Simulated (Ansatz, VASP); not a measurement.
## Two plane-wave programs on Mg

```
Mg
1.0
    -1.85172    1.85172    1.71988
     1.85172   -1.85172    1.71988
     1.85172    1.85172   -1.71988
Mg
1
Direct
  0.00000 0.00000 0.00000
```

Alike in both runs: task single point; functional PBE; k mesh 20 × 20 × 20; occupations gaussian, width 0.15 eV; no spin polarisation.

|  | VASP | Ansatz |
| --- | --- | --- |
| version | VASP 6.6.1 | Ansatz 0.2.0 |
| potentials or method | VASP PAW PBE potentials, release 64 (Mg), cutoff 520 eV | scalar-relativistic, plane waves, PAW |
| valence electrons in the cell | 2 | 10 |

```csv
,VASP,Ansatz,Ansatz less VASP
gap on the k mesh at the Fermi level (eV),none,none,-
pressure (GPa),-1.0,-0.9,+0.12
```

A gap of «none» marks a metal or a gap that the smearing closes. VASP's potentials hold 2 valence electrons a cell and Ansatz's 10, so a difference there can come from the potentials and not from the codes.
